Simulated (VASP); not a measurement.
# Pd (P6_3/mmc) in VASP: further runs

Pd is run at these levels: PBE; tasks: single point.

Program: VASP 6.6.1. These are calculated values, not measurements. Logs are shortened: lines on timing, memory, paths and dates and some standing lists are left out, and cuts for length are marked.

## Step 1: The cell of the first run

Symmetry: P6_3/mmc, No. 194, hexagonal system. Conventional cell: a = 2.330 Å, b = 2.330 Å, c = 3.871 Å, α = 90.00°, β = 90.00°, γ = 120.00°. Pd (site symmetry -6m2) has 12 Pd at 2.33 to 2.36 Å within 3.1 Å.

This isn't the form of Pd at room conditions, which is fcc.

## Step 2: Single point, PBE

INCAR

```
  PREC = Accurate
  ENCUT = 520
  EDIFF = 1E-7
  ISMEAR = -1
  SIGMA = 0.05
  LREAL = False
  LASPH = True
  NELM = 100
  ALGO = Normal
  ISIF = 2
  LWAVE = False
  LCHARG = False
  GGA = PE
  NBANDS = 17
```

KPOINTS

```
regular mesh
0
Gamma
  19 19 10
```

POSCAR

```
Pd
1.0
    2.3298093495      0.0000000000      0.0000000000
   -1.1649046748      2.0176740827      0.0000000000
    0.0000000000      0.0000000000      3.8712797958
Pd
2
Direct
    0.3333333333      0.6666666667      0.2500000000
    0.6666666667      0.3333333333      0.7500000000
```

Potentials or basis: VASP PAW PBE potentials, release 64 (Pd).

Launch:

```sh
> cat potpaw_PBE.64/Pd/POTCAR > POTCAR
> mpirun -np 1 vasp_std > vasp.out
```

OUTCAR:

```text
PREC = Accurate
   ENCUT = 520
   EDIFF = 1E-7
   ISMEAR = -1
   LREAL = False
   LASPH = True
   NELM = 100
   ISIF = 2
   GGA = PE

 ion  position               nearest neighbor table
   1  0.333  0.667  0.250-   2 2.36   2 2.36   2 2.36   2 2.36   2 2.36   2 2.36   2 3.31   2 3.31
                             2 3.31   2 3.31   2 3.31   2 3.31
   2  0.667  0.333  0.750-   1 2.36   1 2.36   1 2.36   1 2.36   1 2.36   1 2.36   1 3.31   1 3.31
                             1 3.31   1 3.31   1 3.31   1 3.31

  LATTYP: Found a hexagonal cell.
 ALAT       =     2.3298093495
 C/A-ratio  =     1.6616294362

  Lattice vectors:

 A1 = (   2.3298093495,   0.0000000000,   0.0000000000)
 A2 = (  -1.1649046748,   2.0176740827,   0.0000000000)
 A3 = (   0.0000000000,   0.0000000000,   3.8712797958)

Analysis of symmetry for initial positions (statically):
=====================================================================
 Subroutine PRICEL returns:
 Original cell was already a primitive cell.

 Routine SETGRP: Setting up the symmetry group for a
 hexagonal supercell.

 Subroutine GETGRP returns: Found 24 space group operations
 (whereof 12 operations were pure point group operations)
 out of a pool of 24 trial point group operations.

The static configuration has the point symmetry D_3d.
 The point group associated with its full space group is D_6h.

Analysis of symmetry for dynamics (positions and initial velocities):
=====================================================================
 Subroutine PRICEL returns:
 Original cell was already a primitive cell.

 Routine SETGRP: Setting up the symmetry group for a
 hexagonal supercell.

 Subroutine GETGRP returns: Found 24 space group operations
 (whereof 12 operations were pure point group operations)
 out of a pool of 24 trial point group operations.

The dynamic configuration has the point symmetry D_3d.
 The point group associated with its full space group is D_6h.

 Subroutine INISYM returns: Found 24 space group operations
 (whereof 12 operations are pure point group operations),
 and found     1 'primitive' translations

----------------------------------------------------------------------------------------

                                     Primitive cell

  volume of cell :      18.1981

  direct lattice vectors                    reciprocal lattice vectors
     2.329809350  0.000000000  0.000000000     0.429219670  0.247810092  0.000000000
    -1.164904675  2.017674083  0.000000000     0.000000000  0.495620184  0.000000000
     0.000000000  0.000000000  3.871279796     0.000000000  0.000000000  0.258312510

  length of vectors
     2.329809350  2.329809350  3.871279796     0.495620184  0.495620184  0.258312510

  position of ions in fractional coordinates (direct lattice)
     0.333333333  0.666666667  0.250000000
     0.666666667  0.333333333  0.750000000

  ion indices of the primitive-cell ions
   primitive index   ion index
                 1           1
                 2           2

----------------------------------------------------------------------------------------

 KPOINTS: regular mesh

Automatic generation of k-mesh.
 Grid dimensions read from file:
 generate k-points for:   19   19   10

 Generating k-lattice:

  Cartesian coordinates                     Fractional coordinates (reciprocal lattice)
     0.022590509  0.013042636  0.000000000     0.052631579  0.000000000  0.000000000
     0.000000000  0.026085273  0.000000000     0.000000000  0.052631579  0.000000000
     0.000000000  0.000000000  0.025831251     0.000000000  0.000000000  0.100000000

  Length of vectors
     0.026085273  0.026085273  0.025831251

  Shift w.r.t. Gamma in fractional coordinates (k-lattice)
     0.000000000  0.000000000  0.000000000

 Subroutine IBZKPT returns following result:
 ===========================================

 Found    240 irreducible k-points:

 Following reciprocal coordinates:
            Coordinates               Weight
  0.000000  0.000000  0.000000      1.000000
  0.052632  0.000000  0.000000      6.000000
  0.105263  0.000000  0.000000      6.000000
  0.157895  0.000000  0.000000      6.000000
  0.210526  0.000000  0.000000      6.000000
  0.263158  0.000000  0.000000      6.000000
[... 16 lines left out ...]
  0.263158  0.105263  0.000000     12.000000
  0.315789  0.105263  0.000000     12.000000
 [... further k-points ...]
   k-points           NKPTS =    240   k-points in BZ     NKDIM =    240   number of bands    NBANDS=     17
   number of dos      NEDOS =    301   number of ions     NIONS =      2
   total plane-waves  NPLWV =   9720
   dimension x,y,z NGX =    18 NGY =   18 NGZ =   30
   dimension x,y,z NGXF=    36 NGYF=   36 NGZF=   60
   ions per type =               2
   NGX,Y,Z   is equivalent  to a cutoff of  12.84, 12.84, 12.88 a.u.
   NGXF,Y,Z  is equivalent  to a cutoff of  25.69, 25.69, 25.77 a.u.
 SYSTEM =  unknown system
   PREC   = accura    normal or accurate (medium, high low for compatibility)
   ISTART =      0    job   : 0-new  1-cont  2-samecut
   ICHARG =      2    charge: 1-file 2-atom 10-const
   ISPIN  =      1    spin polarized calculation?
   LNONCOLLINEAR =      F non collinear calculations
   LSORBIT =      F    spin-orbit coupling
   LASPH  =      T    aspherical Exc in radial PAW
   ENCUT  =  520.0 eV  38.22 Ry    6.18 a.u.   4.33  4.33  7.20*2*pi/ulx,y,z
   NELM   =    100;   NELMIN=  2; NELMDL= -5     # of ELM steps
   EDIFF  = 0.1E-06   stopping-criterion for ELM
   LREAL  =      F    real-space projection
   EDIFFG = 0.1E-05   stopping-criterion for IOM
   NSW    =      0    number of steps for IOM
   IBRION =     -1    ionic relax: 0-MD 1-quasi-New 2-CG
   NFREE  =      0    steps in history (QN), initial steepest desc. (CG)
   ISIF   =      2    stress and relaxation
   ISYM   =      2    0-nonsym 1-usesym 2-fastsym
   POTIM  = 0.5000    time-step for ionic-motion
   TEBEG  =    0.0;   TEEND  =   0.0 temperature during run
   PSTRESS=    0.0 pullay stress
   NELECT =      20.0000    total number of electrons
   NUPDOWN=      -1.0000    fix difference up-down
   EMIN   =  10.00;   EMAX   =-10.00  energy-range for DOS
   EFERMI =   0.00;   METHOD = LEGACY
   ISMEAR =    -1;   SIGMA  =   0.05  broadening in eV -4-tet -1-fermi 0-gaus
   EFERMI_NEDOS =   21; number of points for ismear=-14 and -15
   IALGO  =     38    algorithm
   IMIX   =      4    mixing-type and parameters
     AMIX     =   0.40;   BMIX     =  1.00
     AMIX_MAG =   1.60;   BMIX_MAG =  1.00
  volume/ion in A,a.u.               =       9.10        61.40
  Fermi-wavevector in a.u.,A,eV,Ry     =   1.689440  3.192579 38.833863  2.854208
  Thomas-Fermi vector in A             =   2.771567
   LORBIT       =      0    0 simple, 1 ext, 2 COOP (PROOUT), +10 PAW based schemes
   GGA     = PE    functional components
   LHFCALC =     F    Hartree Fock is set to
   AEXX    =    0.0000 exact exchange contribution
   IVDW    =     0    specifies the selected vdW correction
   LEPSILON=     F    determine dielectric tensor
   LRPA    =     F    only Hartree local field effects (RPA)
 non-spin polarized calculation
  energy-cutoff  :      520.00
  volume of cell :       18.20
 maximum number of plane-waves:       513
 NGX is ok and might be reduce to    18
   NGX =  9   NGY =  9   NGZ = 15

 number of electron      20.0000003 magnetization

 Free energy of the ion-electron system (eV)
  ---------------------------------------------------
  ext. energy  EPLUGINS =         0.00000000
  ---------------------------------------------------
  free energy    TOTEN  =        -2.32187203 eV

  energy without entropy =       -2.30227627  energy(sigma->0) =       -2.31207415

 E-fermi :  20.6704     XC(G=0): -16.4170

 val. band max:       20.6599281853   @ k =   0.2632   0.0000   0.0000
 cond. band min:      20.6779976977   @ k =   0.2632   0.2632   0.5000
 fundamental gap:      0.0180695123
 Fermi energy:        20.6703593185

 k-point     1 :       0.0000    0.0000    0.0000
  band No.  band energies     occupation
      1       9.1423      2.00000
      2      10.1513      2.00000
      3      14.2671      2.00000
      4      14.6465      2.00000
      5      14.6465      2.00000
      6      15.4717      2.00000
[... 9 lines left out ...]
     16      40.5541      0.00000
     17      44.6427      0.00000

 k-point     2 :       0.0526    0.0000    0.0000
  band No.  band energies     occupation
      1       9.2888      2.00000
      2      10.2706      2.00000
      3      14.1090      2.00000
      4      14.7695      2.00000
      5      14.7715      2.00000
      6      15.3967      2.00000
[... 9 lines left out ...]
     16      40.8184      0.00000
     17      44.6432      0.00000

 k-point     3 :       0.1053    0.0000    0.0000
  band No.  band energies     occupation
      1       9.7056      2.00000
      2      10.5950      2.00000
      3      13.7729      2.00000
      4      14.9783      2.00000
      5      15.1411      2.00000
      6      15.2843      2.00000
[... 9 lines left out ...]
     16      41.5618      0.00000
     17      44.2224      0.00000

 k-point     4 :       0.1579    0.0000    0.0000
  band No.  band energies     occupation
      1      10.3084      2.00000
      2      11.0010      2.00000
      3      13.4436      2.00000
      4      14.8215      2.00000
      5      15.0566      2.00000
      6      15.6821      2.00000
[... 9 lines left out ...]
     16      42.5121      0.00000
     17      42.7226      0.00000

 k-point     5 :       0.2105    0.0000    0.0000
  band No.  band energies     occupation
      1      10.8579      2.00000
      2      11.2795      2.00000
      3      13.4246      2.00000
      4      13.9080      2.00000
      5      14.6484      2.00000
      6      15.8201      2.00000
[... 9 lines left out ...]
     16      42.6038      0.00000
     17      43.0910      0.00000

 k-point     6 :       0.2632    0.0000    0.0000
  band No.  band energies     occupation
      1      10.8321      2.00000
      2      11.5121      2.00000
      3      12.8612      2.00000
      4      13.9314      2.00000
      5      14.7252      2.00000
      6      15.4458      2.00000
[... 9 lines left out ...]
     16      41.8349      0.00000
     17      43.2403      0.00000

 k-point     7 :       0.3158    0.0000    0.0000
  band No.  band energies     occupation
      1      10.4738      2.00000
      2      11.5465      2.00000
      3      11.9811      2.00000
      4      14.7428      2.00000
      5      15.0907      2.00000
      6      15.1150      2.00000
[... 9 lines left out ...]
     16      40.1428      0.00000
     17      43.5132      0.00000

 k-point     8 :       0.3684    0.0000    0.0000
  band No.  band energies     occupation
      1      10.1073      2.00000
      2      11.2991      2.00000
      3      11.4115      2.00000
      4      14.8500      2.00000
      5      15.4053      2.00000
      6      15.5036      2.00000
[... 9 lines left out ...]
     16      38.6228      0.00000
     17      42.5931      0.00000
[... 203 lines left out ...]
      1       9.7942      2.00000
      2      10.5788      2.00000
      3      11.2665      2.00000
      4      14.5124      2.00000
      5      15.1799      2.00000
      6      16.0727      2.00000
[... 9 lines left out ...]
     16      36.2858      0.00000
     17      39.1548      0.00000

 k-point    20 :       0.1053    0.1053    0.0000
  band No.  band energies     occupation
      1      10.6835      2.00000
      2      11.2728      2.00000
      3      13.0993      2.00000
      4      14.7045      2.00000
      5      14.8524      2.00000
      6      15.5473      2.00000
[... 9 lines left out ...]
     16      41.7236      0.00000
     17      42.4655      0.00000

 k-point    21 :       0.1579    0.1053    0.0000
  band No.  band energies     occupation
      1      11.3238      2.00000
      2      11.5945      2.00000
      3      12.8433      2.00000
      4      13.6942      2.00000
      5      14.7295      2.00000
      6      15.1185      2.00000
[... 9 lines left out ...]
     16      41.2757      0.00000
     17      41.8890      0.00000

 k-point    22 :       0.2105    0.1053    0.0000
  band No.  band energies     occupation
      1      11.3644      2.00000
      2      11.8516      2.00000
      3      12.7410      2.00000
      4      13.2103      2.00000
      5      14.7908      2.00000
      6      14.8052      2.00000
[... 9 lines left out ...]
     16      39.9018      0.00000
     17      42.6718      0.00000

 k-point    23 :       0.2632    0.1053    0.0000
  band No.  band energies     occupation
      1      10.9773      2.00000
      2      11.9205      2.00000
      3      11.9257      2.00000
      4      14.0484      2.00000
      5      14.5599      2.00000
      6      15.1213      2.00000
[... 9 lines left out ...]
     16      38.5014      0.00000
     17      43.0619      0.00000

 k-point    24 :       0.3158    0.1053    0.0000
  band No.  band energies     occupation
      1      10.6001      2.00000
      2      11.2877      2.00000
      3      11.8114      2.00000
      4      14.4269      2.00000
      5      14.9438      2.00000
      6      15.5339      2.00000
[... 9 lines left out ...]
     16      37.3936      0.00000
     17      42.6226      0.00000

 [... further k-points ...]
[... 5 lines left out ...]
  --------------------------------------------------------------------------------------
  -------------------------------------------------------------------------------------
  Total       39.8407098     39.8407098     39.8945985     -0.0000000      0.0000000      0.0000000
  in kB     3507.6131470   3507.6131472   3512.3575642     -0.0000001      0.0000000      0.0000000
  external PRESSURE =    3509.1946195 kB  Pullay stress =       0.0000000 kB

 VOLUME and BASIS-vectors are now :
 -----------------------------------------------------------------------------
  energy-cutoff  :      520.00
  volume of cell :       18.20
      direct lattice vectors                 reciprocal lattice vectors
     2.329809350  0.000000000  0.000000000     0.429219670  0.247810092  0.000000000
    -1.164904675  2.017674083  0.000000000     0.000000000  0.495620184  0.000000000
     0.000000000  0.000000000  3.871279796     0.000000000  0.000000000  0.258312510

 POSITION                                       TOTAL-FORCE (eV/Angst)
 -----------------------------------------------------------------------------------
     -0.00000      1.34512      0.96782         0.000000      0.000000      0.000000
      1.16490      0.67256      2.90346        -0.000000     -0.000000      0.000000
 -----------------------------------------------------------------------------------
    total drift:                               -0.000000      0.000000     -0.000000

  FREE ENERGIE OF THE ION-ELECTRON SYSTEM (eV)
  ---------------------------------------------------
  free  energy   TOTEN  =        -2.3218720262 eV

  energy  without entropy=       -2.3022762661  energy(sigma->0) =       -2.31207415
```

It took 1.9 min on 1 thread of Intel Xeon 8259CL, shared host; peak memory 0.18 GiB.

What came out:

```yaml
Free_energy: -2.3219 eV
Pressure: 350.9 GPa
Band_gap_on_the_k_mesh: zero (bands 10 and 11 overlap by 2.05 eV)
```

Levels at points of the mesh, in eV from the Fermi level:
```
           k point  band 6  band 7  band 8  band 9  band 10  band 11  band 12  band 13  band 14  band 15
(0.00, 0.00, 0.00)   -5.20   -5.20   -3.76   -3.76    -0.62    -0.62    -0.17    12.10    16.10    18.33
(0.00, 0.00, 0.50)   -6.10   -5.86   -5.86   -1.54    -1.54    -1.54    -1.54    15.54    15.54    20.51
```

Caveat: the cell stands under pressure.

## Step 3: Single point, PBE

INCAR

```
ALGO     = Normal         # electronic algorithm
EDIFF    = 1E-7           # SCF threshold, eV
ENCUT    = 520            # plane-wave cutoff, eV
GGA      = PE             # functional
ISIF     = 2              # what is computed and relaxed
ISMEAR   = -1             # smearing method
LASPH    = T              # aspherical terms in the spheres
LCHARG   = F              # write CHGCAR
LREAL    = F              # projectors in reciprocal space
LWAVE    = F              # write WAVECAR
NBANDS   = 17             # bands
NELM     = 80             # most SCF steps
PREC     = Accurate       # precision mode
SIGMA    = 0.05           # smearing width, eV
```

KPOINTS

```
k-points
0
Gamma
  19 19 10
```

POSCAR

```
Pd
1.0
    2.3301306643      0.0000000000      0.0000000000
   -1.1650653322      2.0179523494      0.0000000000
    0.0000000000      0.0000000000      3.8718320281
Pd
2
Direct
    0.3333333333      0.6666666667      0.2500000000
    0.6666666667      0.3333333333      0.7500000000
```

Potentials or basis: VASP PAW PBE potentials, release 64 (Pd).

Launch:

```sh
> cat potpaw_PBE.64/Pd/POTCAR > POTCAR
> mpirun -np 1 vasp_std > vasp.out
```

Wall time 2 min (1 thread of Intel Xeon 8259CL, shared host); peak memory 0.18 GiB.

It converged, with:

| Quantity | Value |
| --- | --- |
| Free energy | -2.3385 eV |
| Pressure | 350.3 GPa |
| Band gap on the k mesh | zero (bands 10 and 11 overlap by 2.05 eV) |

Stress tensor (GPa, compression positive):
```
350.11   0.00   0.00
  0.00 350.11   0.00
  0.00   0.00 350.58
```

Levels at points of the mesh, in eV from the Fermi level:
```tsv
k point	band 7	band 8	band 9	band 10	band 11	band 12	band 13	band 14
(0.00, 0.00, 0.00)	-5.20	-3.76	-3.76	-0.62	-0.62	-0.17	12.09	16.10
(0.00, 0.00, 0.50)	-5.86	-5.86	-1.54	-1.54	-1.54	-1.54	15.54	15.54
```

Caveat: the cell stands under pressure.
